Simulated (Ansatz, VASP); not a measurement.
**One calculation of Ir, two programs**

POSCAR

```
Ir
1.0
    2.7232864412      0.0000000000      0.0000000000
   -1.3616432206      2.3584352398      0.0000000000
    0.0000000000      0.0000000000      4.4408142772
Ir
2
Direct
    0.6666666667      0.3333333333      0.7500000000
    0.3333333333      0.6666666667      0.2500000000
```

The input INCAR.step1:

```
SYSTEM = Ir
PREC = Accurate
ENCUT = 600
ISMEAR = 0
SIGMA = 0.1
LREAL = .False.
LASPH = .True.
NELM = 100
GGA = PE
ALGO = Normal
EDIFF = 1E-4
LWAVE = .True.
LCHARG = .False.
```

Contents of INCAR.step2:

```
SYSTEM = Ir
PREC = Accurate
ENCUT = 600
EDIFF = 1E-6
ISMEAR = 0
SIGMA = 0.1
LREAL = .False.
LASPH = .True.
NELM = 100
ALGO = Normal
ISIF = 3
LWAVE = .False.
LCHARG = .False.
METAGGA = R2SCAN
LMIXTAU = .True.
IBRION = 2
NSW = 80
EDIFFG = -0.01
ISTART = 1
```

The input KPOINTS:

```
regular mesh
0
Gamma
  18 18 10
  0 0 0
```

Input for Ansatz:

```yaml
crystal:
  lattice:
    - [2.7232864412, 0.0, 0.0]
    - [-1.3616432206, 2.3584352398, 0.0]
    - [0.0, 0.0, 4.4408142772]
  atoms:
    - { symbol: Ir, position: [0.6666666667, 0.3333333333, 0.75] }
    - { symbol: Ir, position: [0.3333333333, 0.6666666667, 0.25] }
basis:
  ecutwfc: 500
kpoints:
  mp_grid: { grid: [18, 18, 10] }
hamiltonian:
  xc: r2scan
scf:
  occupations: { method: gaussian, width: 0.1 }
output:
  forces: true
  stress: true
  eigenvalues: true
relax:
  adjacent_minimum: "off"
  f_tol: 0.01
  max_steps: 60
  cell: { stress_tol: 0.1 }
```

Alike in both runs: task relaxation of cell and atoms; functional r2SCAN; k mesh 18 × 18 × 10; occupations gaussian, width 0.1 eV; no spin polarisation.

|  | VASP | Ansatz |
| --- | --- | --- |
| version | VASP 6.6.1 | Ansatz 0.2.0 |
| potentials or method | VASP PAW PBE potentials, release 64 (Ir), cutoff 600 eV | scalar-relativistic, plane waves, PAW |
| valence electrons in the cell | 18 | 34 |

Ansatz gave:

- gap on the k mesh at the Fermi level, each at its own relaxed structure (eV): none
- relaxed volume (Å³/atom): 14.26
- relaxed length of the cell vector where the two differ most in proportion (Å): 4.422

Question: What did VASP give for the same quantities?

Answer: gap on the k mesh at the Fermi level, each at its own relaxed structure (eV): none; relaxed volume (Å³/atom): 14.36; relaxed length of the cell vector where the two differ most in proportion (Å): 4.432.

VASP's potentials were made for PBE, not for r2SCAN. A gap of «none» marks a metal or a gap that the smearing closes. VASP's potentials hold 18 valence electrons a cell and Ansatz's 34, so a difference there can come from the potentials and not from the codes.

Neither program's run includes spin-orbit coupling.
